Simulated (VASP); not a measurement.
# Ti3O4 (Cmmm) in VASP: further runs, part 2 of 2

VASP 6.6.1.

### Step 4. Single point, PBEsol (strain -0.0500 x Voigt [1, 0, 0, 0, 0, 0])

Input file INCAR:

```
PREC = Accurate
ENCUT = 520
EDIFF = 1E-6
ISMEAR = 0
SIGMA = 0.15
LREAL = F
LASPH = T
NELM = 100
ALGO = Normal
ISIF = 2
LWAVE = F
LCHARG = T
GGA = PS
LELF = T
LVHAR = T
NBANDS = 39
```

Input file KPOINTS:

```
regular mesh
0
Gamma
  8 8 14
```

Input file POSCAR:

```
Ti3O4
1.0
    2.7671754172     -4.0303540220      0.0000000000
    2.7671754172      4.0303540220      0.0000000000
    0.0000000000      0.0000000000      2.9690273773
Ti O
3 4
Direct
    0.0000000000      0.0000000000      0.5000000000
    0.5000000000      0.0000000000      0.0000000000
    0.0000000000      0.5000000000      0.0000000000
    0.7627833111      0.7627833111      0.0000000000
    0.2588765548      0.7411234452      0.5000000000
    0.2372166889      0.2372166889      0.0000000000
    0.7411234452      0.2588765548      0.5000000000
```

Potentials or basis: VASP PAW PBE potentials, release 64 (Ti_sv, O).

Command:

```bash
$ cat potpaw_PBE.64/Ti_sv/POTCAR potpaw_PBE.64/O/POTCAR > POTCAR
$ mpirun -np 1 vasp_std > vasp.out
```

OUTCAR:

```text
PREC = Accurate
   ENCUT = 520
   EDIFF = 1E-6
   ISMEAR = 0
   LREAL = F
   LASPH = T
   NELM = 100
   ISIF = 2
   GGA = PS

 ion  position               nearest neighbor table
   1  0.000  0.000  0.500-   4 1.98   6 1.98   4 1.98   6 1.98   5 2.09   7 2.09   2 2.86   3 2.86
                             2 2.86   3 2.86   3 2.86   3 2.86   2 2.86   2 2.86
   2  0.500  0.000  0.000-   4 2.02   6 2.02   5 2.03   7 2.03   5 2.03   7 2.03   3 2.77   3 2.77
                             1 2.86   1 2.86   1 2.86   1 2.86
   3  0.000  0.500  0.000-   4 2.02   6 2.02   5 2.03   7 2.03   5 2.03   7 2.03   2 2.77   2 2.77
                             1 2.86   1 2.86   1 2.86   1 2.86
   4  0.763  0.763  0.000-   1 1.98   1 1.98   3 2.02   2 2.02
   5  0.259  0.741  0.500-   2 2.03   3 2.03   2 2.03   3 2.03   1 2.09
[... 1222 lines left out ...]
  in kB      215.4626429     56.8435199    151.0346689      0.0000000      0.0000000      0.0000000
  external PRESSURE =     141.1136105 kB  Pullay stress =       0.0000000 kB

 VOLUME and BASIS-vectors are now :
 -----------------------------------------------------------------------------
  energy-cutoff  :      520.00
  volume of cell :       66.23
      direct lattice vectors                 reciprocal lattice vectors
     2.767175417 -4.030354022  0.000000000     0.180689665 -0.124058581  0.000000000
     2.767175417  4.030354022  0.000000000     0.180689665  0.124058581  0.000000000
     0.000000000  0.000000000  2.969027377     0.000000000  0.000000000  0.336810636

 POSITION                                       TOTAL-FORCE (eV/Angst)
 -----------------------------------------------------------------------------------
      0.00000      0.00000      1.48451         0.000000     -0.000000      0.000000
      1.38359     -2.01518      0.00000        -0.000000     -0.000000      0.000000
      1.38359      2.01518      0.00000         0.000000     -0.000000      0.000000
      4.22151      0.00000      0.00000        -0.863640     -0.000000      0.000000
      2.76718      1.94363      1.48451         0.000000     -0.065847      0.000000
      1.31284      0.00000      0.00000         0.863640     -0.000000      0.000000
      2.76718     -1.94363      1.48451         0.000000      0.065847      0.000000
 -----------------------------------------------------------------------------------
    total drift:                                0.000000      0.000000      0.000000

  FREE ENERGIE OF THE ION-ELECTRON SYSTEM (eV)
  ---------------------------------------------------
  free  energy   TOTEN  =       -65.7092449416 eV

  energy  without entropy=      -65.6848182952  energy(sigma->0) =      -65.69703162
```

OSZICAR:

```text
N       E                     dE             d eps       ncg     rms          rms(c)
DAV:   1     0.901602941067E+03    0.90160E+03   -0.30347E+04 13128   0.194E+03
DAV:   2     0.730037722315E+02   -0.82860E+03   -0.79027E+03 13440   0.589E+02
DAV:   3    -0.675993203398E+02   -0.14060E+03   -0.13759E+03 17331   0.219E+02
DAV:   4    -0.774606127099E+02   -0.98613E+01   -0.98096E+01 20497   0.582E+01
DAV:   5    -0.778951432782E+02   -0.43453E+00   -0.43408E+00 18419   0.972E+00    0.328E+01
DAV:   6    -0.658866865955E+02    0.12008E+02   -0.77837E+01 19186   0.733E+01    0.124E+01
DAV:   7    -0.659261257361E+02   -0.39439E-01   -0.98973E+00 19447   0.241E+01    0.952E+00
DAV:   8    -0.658030709835E+02    0.12305E+00   -0.19009E+00 18961   0.142E+01    0.677E+00
DAV:   9    -0.657112664186E+02    0.91805E-01   -0.51791E-01 16282   0.663E+00    0.909E-01
DAV:  10    -0.657065639482E+02    0.47025E-02   -0.10109E-01 20027   0.222E+00    0.603E-01
DAV:  11    -0.657090034533E+02   -0.24395E-02   -0.12551E-02 17687   0.100E+00    0.379E-01
DAV:  12    -0.657092337397E+02   -0.23029E-03   -0.33276E-03 18164   0.644E-01    0.668E-02
DAV:  13    -0.657092388056E+02   -0.50659E-05   -0.31101E-04 17363   0.137E-01    0.293E-02
DAV:  14    -0.657092449687E+02   -0.61631E-05   -0.79932E-05 18154   0.787E-02    0.146E-02
DAV:  15    -0.657092442963E+02    0.67240E-06   -0.17218E-05 17240   0.336E-02    0.638E-03
DAV:  16    -0.657092449416E+02   -0.64532E-06   -0.35782E-06 12472   0.190E-02
   1 F= -.65709245E+02 E0= -.65697032E+02  d E =-.244266E-01
```

Run time: 2.6 min. Hardware: 1 thread of Intel Xeon 6975P-C (Granite Rapids), shared host; peak memory 0.41 GiB.

Results:

* Free energy: -65.7092 eV
* Pressure: 14.1 GPa
* Largest force: 0.864 eV/Å
* Band gap on the k mesh: zero (bands 30 and 31 overlap by 1.19 eV)

Forces in eV/Å, atoms in the order of the input:
```
Ti   0.000  0.000  0.000
Ti   0.000  0.000  0.000
Ti   0.000  0.000  0.000
O   -0.864  0.000  0.000
O    0.000 -0.066  0.000
O    0.864  0.000  0.000
O    0.000  0.066  0.000
```

Caveat: the cell differs from its parent crystal (strain -0.0500 x Voigt [1, 0, 0, 0, 0, 0]); the cell stands under pressure; the PAW data sets were made with another functional, which shifts forces and pressure a little; semilocal functionals often make such compounds metallic where correlation or magnetic order opens a gap, which also shifts bond lengths.

### Step 5. Overview

| cell | gap on the mesh (eV) | pressure (GPa) | largest force (eV/Å) |
| --- | --- | --- | --- |
| a = 4.808, b = 4.808, c = 2.969 Å, angles 90.0, 90.0, 113.9°, 7 atoms | none | 32.1 | 1.93 |
| a = 4.848, b = 4.848, c = 2.969 Å, angles 90.0, 90.0, 112.5°, 7 atoms | none | 22.5 | 1.37 |
| a = 4.889, b = 4.889, c = 2.969 Å, angles 90.0, 90.0, 111.1°, 7 atoms | none | 14.1 | 0.86 |

Alike in all rows: task single point; level PBEsol; potentials or basis VASP PAW PBE potentials, release 64 (Ti_sv, O); no spin polarisation; k mesh 8 × 8 × 14; cutoff (eV) 520; smearing gaussian 0.15 eV.

Caveats: the cell stands under pressure; the PAW data sets were made with another functional, which shifts forces and pressure a little; semilocal functionals often make such compounds metallic where correlation or magnetic order opens a gap, which also shifts bond lengths.

Absolute energies hang on the potentials; compare differences alone.
